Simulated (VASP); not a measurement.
# CaO (F-43m) in VASP: single point with PBE

Aim: the single point of CaO with PBE.

All numbers are computed with VASP 6.6.1; they aren't measurements. Logs are shortened: lines on timing, memory, paths and dates and some standing lists are left out, and cuts for length are marked.

## (1) The cell of the first run

The structure is cubic, space group F-43m (No. 216). Conventional cell: a = 5.125 Å, b = 5.125 Å, c = 5.125 Å, α = 90.00°, β = 90.00°, γ = 90.00°. Ca (site symmetry -43m) has 4 O at 2.22 Å within 2.9 Å. Within 2.9 Å of O (site symmetry -43m) lie 4 Ca at 2.22 Å.

## (2) Single point, PBE (16.83 Å³/atom)

INCAR reads:

```
SYSTEM = CaO
PREC = Accurate ; ENCUT = 600
EDIFF = 1E-6 ; ISMEAR = 0
SIGMA = 0.01 ; LREAL = .FALSE.
LASPH = .TRUE. ; NELM = 120
ALGO = Normal ; ISIF = 2
LWAVE = .FALSE. ; LCHARG = .FALSE.
GGA = PE ; NBANDS = 15
GGA_COMPAT = .FALSE.
```

KPOINTS reads:

```
regular mesh
0
G
  6 6 6
  0 0 0
```

POSCAR reads:

```
CaO
1.0
    0.0000000000      2.5625413058      2.5625413058
    2.5625413058      0.0000000000      2.5625413058
    2.5625413058      2.5625413058      0.0000000000
Ca O
1 1
Direct
    0.0000000000      0.0000000000      0.0000000000
    0.2500000000      0.2500000000      0.2500000000
```

Potentials or basis: VASP PAW PBE potentials, release 64 (Ca_sv, O).

Launch:

```console
$ cat potpaw_PBE.64/Ca_sv/POTCAR potpaw_PBE.64/O/POTCAR > POTCAR
$ mpirun -np 1 vasp_std > vasp.out
```

OUTCAR:

```text
SYSTEM = CaO
   PREC = Accurate
   ENCUT = 600
   EDIFF = 1E-6
   ISMEAR = 0
   LREAL = .FALSE.
   LASPH = .TRUE.
   NELM = 120
   ISIF = 2
   GGA = PE

 ion  position               nearest neighbor table
   1  0.000  0.000  0.000-   2 2.22   2 2.22   2 2.22   2 2.22
   2  0.250  0.250  0.250-   1 2.22   1 2.22   1 2.22   1 2.22

  LATTYP: Found a face centered cubic cell.
 ALAT       =     5.1250826116

  Lattice vectors:

 A1 = (   0.0000000000,   2.5625413058,   2.5625413058)
 A2 = (   2.5625413058,   0.0000000000,   2.5625413058)
 A3 = (   2.5625413058,   2.5625413058,   0.0000000000)

Analysis of symmetry for initial positions (statically):
=====================================================================
 Subroutine PRICEL returns:
 Original cell was already a primitive cell.

 Routine SETGRP: Setting up the symmetry group for a
 face centered cubic supercell.

 Subroutine GETGRP returns: Found 24 space group operations
 (whereof 24 operations were pure point group operations)
 out of a pool of 48 trial point group operations.

The static configuration has the point symmetry T_d .

Analysis of symmetry for dynamics (positions and initial velocities):
=====================================================================
 Subroutine PRICEL returns:
 Original cell was already a primitive cell.

 Routine SETGRP: Setting up the symmetry group for a
 face centered cubic supercell.

 Subroutine GETGRP returns: Found 24 space group operations
 (whereof 24 operations were pure point group operations)
 out of a pool of 48 trial point group operations.

The dynamic configuration has the point symmetry T_d .

 Subroutine INISYM returns: Found 24 space group operations
 (whereof 24 operations are pure point group operations),
 and found     1 'primitive' translations

----------------------------------------------------------------------------------------

                                     Primitive cell

  volume of cell :      33.6545

  direct lattice vectors                    reciprocal lattice vectors
     0.000000000  2.562541306  2.562541306    -0.195118806  0.195118806  0.195118806
     2.562541306  0.000000000  2.562541306     0.195118806 -0.195118806  0.195118806
     2.562541306  2.562541306  0.000000000     0.195118806  0.195118806 -0.195118806

  length of vectors
     3.623980669  3.623980669  3.623980669     0.337955686  0.337955686  0.337955686

  position of ions in fractional coordinates (direct lattice)
     0.000000000  0.000000000  0.000000000
     0.250000000  0.250000000  0.250000000

  ion indices of the primitive-cell ions
   primitive index   ion index
                 1           1
                 2           2

----------------------------------------------------------------------------------------

 KPOINTS: regular mesh

Automatic generation of k-mesh.
 Grid dimensions read from file:
 generate k-points for:    6    6    6

 Generating k-lattice:

  Cartesian coordinates                     Fractional coordinates (reciprocal lattice)
    -0.032519801  0.032519801  0.032519801     0.166666667  0.000000000  0.000000000
     0.032519801 -0.032519801  0.032519801     0.000000000  0.166666667  0.000000000
     0.032519801  0.032519801 -0.032519801     0.000000000  0.000000000  0.166666667

  Length of vectors
     0.056325948  0.056325948  0.056325948

  Shift w.r.t. Gamma in fractional coordinates (k-lattice)
     0.000000000  0.000000000  0.000000000

 Subroutine IBZKPT returns following result:
 ===========================================

 Found     16 irreducible k-points:

 Following reciprocal coordinates:
            Coordinates               Weight
  0.000000  0.000000  0.000000      1.000000
  0.166667  0.000000  0.000000      8.000000
  0.333333  0.000000  0.000000      8.000000
  0.500000  0.000000  0.000000      4.000000
  0.166667  0.166667  0.000000      6.000000
  0.333333  0.166667  0.000000     24.000000
[... 8 lines left out ...]
 -0.333333  0.333333  0.166667     24.000000
 -0.333333  0.500000  0.166667     12.000000
   k-points           NKPTS =     16   k-points in BZ     NKDIM =     16   number of bands    NBANDS=     15
   number of dos      NEDOS =    301   number of ions     NIONS =      2
   total plane-waves  NPLWV =  27000
   dimension x,y,z NGX =    30 NGY =   30 NGZ =   30
   dimension x,y,z NGXF=    60 NGYF=   60 NGZF=   60
   ions per type =               1   1
   NGX,Y,Z   is equivalent  to a cutoff of  13.76, 13.76, 13.76 a.u.
   NGXF,Y,Z  is equivalent  to a cutoff of  27.52, 27.52, 27.52 a.u.
 SYSTEM =  CaO
   PREC   = accura    normal or accurate (medium, high low for compatibility)
   ISTART =      0    job   : 0-new  1-cont  2-samecut
   ICHARG =      2    charge: 1-file 2-atom 10-const
   ISPIN  =      1    spin polarized calculation?
   LNONCOLLINEAR =      F non collinear calculations
   LSORBIT =      F    spin-orbit coupling
   LASPH  =      T    aspherical Exc in radial PAW
   ENCUT  =  600.0 eV  44.10 Ry    6.64 a.u.   7.24  7.24  7.24*2*pi/ulx,y,z
   NELM   =    120;   NELMIN=  2; NELMDL= -5     # of ELM steps
   EDIFF  = 0.1E-05   stopping-criterion for ELM
   LREAL  =      F    real-space projection
   EDIFFG = 0.1E-04   stopping-criterion for IOM
   NSW    =      0    number of steps for IOM
   IBRION =     -1    ionic relax: 0-MD 1-quasi-New 2-CG
   NFREE  =      0    steps in history (QN), initial steepest desc. (CG)
   ISIF   =      2    stress and relaxation
   ISYM   =      2    0-nonsym 1-usesym 2-fastsym
   POTIM  = 0.5000    time-step for ionic-motion
   TEBEG  =    0.0;   TEEND  =   0.0 temperature during run
   PSTRESS=    0.0 pullay stress
   NELECT =      16.0000    total number of electrons
   NUPDOWN=      -1.0000    fix difference up-down
   EMIN   =  10.00;   EMAX   =-10.00  energy-range for DOS
   EFERMI =   0.00;   METHOD = LEGACY
   ISMEAR =     0;   SIGMA  =   0.01  broadening in eV -4-tet -1-fermi 0-gaus
   EFERMI_NEDOS =   21; number of points for ismear=-14 and -15
   IALGO  =     38    algorithm
   IMIX   =      4    mixing-type and parameters
     AMIX     =   0.40;   BMIX     =  1.00
     AMIX_MAG =   1.60;   BMIX_MAG =  1.00
  volume/ion in A,a.u.               =      16.83       113.56
  Fermi-wavevector in a.u.,A,eV,Ry     =   1.277715  2.414531 22.212263  1.632555
  Thomas-Fermi vector in A             =   2.410299
   LORBIT       =      0    0 simple, 1 ext, 2 COOP (PROOUT), +10 PAW based schemes
   GGA     = PE    functional components
   LHFCALC =     F    Hartree Fock is set to
   AEXX    =    0.0000 exact exchange contribution
   IVDW    =     0    specifies the selected vdW correction
   LEPSILON=     F    determine dielectric tensor
   LRPA    =     F    only Hartree local field effects (RPA)
 non-spin polarized calculation
 Gauss-broadening in eV      SIGMA  =   0.01
  energy-cutoff  :      600.00
  volume of cell :       33.65
 maximum number of plane-waves:      1158
 NGX is ok and might be reduce to    30
   NGX = 15   NGY = 15   NGZ = 15

 number of electron      15.9999997 magnetization

 Free energy of the ion-electron system (eV)
  ---------------------------------------------------
  ext. energy  EPLUGINS =         0.00000000
  ---------------------------------------------------
  free energy    TOTEN  =       -12.39452731 eV

  energy without entropy =      -12.39452731  energy(sigma->0) =      -12.39452731

 E-fermi :   0.7910     XC(G=0):  -9.2644

 val. band max:        0.7235905401   @ k =  -0.3333   0.5000   0.1667
 cond. band min:       4.2269318907   @ k =   0.0000   0.0000   0.0000
 fundamental gap:      3.5033413506
 Fermi energy:         0.7909998206

 k-point     1 :       0.0000    0.0000    0.0000
  band No.  band energies     occupation
      1     -36.2139      2.00000
      2     -17.1420      2.00000
      3     -17.1420      2.00000
      4     -17.1420      2.00000
      5     -14.1563      2.00000
      6      -0.0019      2.00000
      7      -0.0019      2.00000
      8      -0.0019      2.00000
      9       4.2269      0.00000
     10       8.9010      0.00000
     11       8.9010      0.00000
     12      10.6666      0.00000
     13      10.6666      0.00000
     14      10.6666      0.00000
     15      17.7947      0.00000

 k-point     2 :       0.1667    0.0000    0.0000
  band No.  band energies     occupation
      1     -36.1995      2.00000
      2     -17.4019      2.00000
      3     -17.1583      2.00000
      4     -17.1583      2.00000
      5     -13.9074      2.00000
      6      -0.2516      2.00000
      7       0.0806      2.00000
      8       0.0806      2.00000
      9       5.1494      0.00000
     10       8.6316      0.00000
     11       8.6316      0.00000
     12      10.2768      0.00000
     13      10.8965      0.00000
     14      10.8965      0.00000
     15      15.3266      0.00000

 k-point     3 :       0.3333    0.0000    0.0000
  band No.  band energies     occupation
      1     -36.1704      2.00000
      2     -17.8259      2.00000
      3     -17.1907      2.00000
      4     -17.1907      2.00000
      5     -13.5219      2.00000
      6      -0.3756      2.00000
      7       0.2275      2.00000
      8       0.2275      2.00000
      9       6.5690      0.00000
     10       8.5803      0.00000
     11       8.5803      0.00000
     12       9.6659      0.00000
     13      10.7758      0.00000
     14      10.7758      0.00000
     15      13.2431      0.00000
[... 199 lines left out ...]
 k-point    15 :      -0.3333    0.3333    0.1667
  band No.  band energies     occupation
      1     -36.1414      2.00000
      2     -17.9996      2.00000
      3     -17.3956      2.00000
      4     -17.2731      2.00000
      5     -13.1648      2.00000
      6      -0.1458      2.00000
      7       0.0821      2.00000
      8       0.5960      2.00000
      9       6.0436      0.00000
     10       7.5264      0.00000
     11       9.1722      0.00000
     12      10.5079      0.00000
     13      10.8370      0.00000
     14      12.5006      0.00000
     15      13.7809      0.00000

 k-point    16 :      -0.3333    0.5000    0.1667
  band No.  band energies     occupation
      1     -36.1367      2.00000
      2     -18.0411      2.00000
      3     -17.3802      2.00000
      4     -17.3138      2.00000
      5     -13.1136      2.00000
      6      -0.4531      2.00000
      7       0.3662      2.00000
      8       0.7236      2.00000
      9       5.7640      0.00000
     10       7.3505      0.00000
     11       9.5860      0.00000
     12      10.2967      0.00000
     13      10.9468      0.00000
     14      13.6080      0.00000
     15      14.5650      0.00000

------------------------ aborting loop because EDIFF is reached ----------------------------------------

  FORCE on cell =-STRESS in cart. coord.  units (eV):
  Direction    XX          YY          ZZ          XY          YZ          ZX
  --------------------------------------------------------------------------------------
  -------------------------------------------------------------------------------------
  Total        1.3638615      1.3638615      1.3638615     -0.0000000     -0.0000000      0.0000000
  in kB       64.9289304     64.9289304     64.9289304     -0.0000000     -0.0000000      0.0000000
  external PRESSURE =      64.9289304 kB  Pullay stress =       0.0000000 kB

 VOLUME and BASIS-vectors are now :
 -----------------------------------------------------------------------------
  energy-cutoff  :      600.00
  volume of cell :       33.65
      direct lattice vectors                 reciprocal lattice vectors
     0.000000000  2.562541306  2.562541306    -0.195118806  0.195118806  0.195118806
     2.562541306  0.000000000  2.562541306     0.195118806 -0.195118806  0.195118806
     2.562541306  2.562541306  0.000000000     0.195118806  0.195118806 -0.195118806

 POSITION                                       TOTAL-FORCE (eV/Angst)
 -----------------------------------------------------------------------------------
      0.00000      0.00000      0.00000         0.000000     -0.000000     -0.000000
      1.28127      1.28127      1.28127        -0.000000      0.000000      0.000000
 -----------------------------------------------------------------------------------
    total drift:                               -0.000000     -0.000000     -0.000000

  FREE ENERGIE OF THE ION-ELECTRON SYSTEM (eV)
  ---------------------------------------------------
  free  energy   TOTEN  =       -12.3945273133 eV

  energy  without entropy=      -12.3945273133  energy(sigma->0) =      -12.39452731
```

It took 5.8 s on 1 thread of Intel Xeon 6975P-C (Granite Rapids), shared host; peak memory 0.17 GiB.

What came out:

```yaml
Free_energy: -12.3945 eV
Pressure: 6.5 GPa
Band_gap_on_the_k_mesh: 3.50 eV (least direct gap 4.23 eV)
```

Caveat: the cell stands under pressure; the structure was generated, so it needn't be the stable form of CaO. A k mesh can miss the band edges.
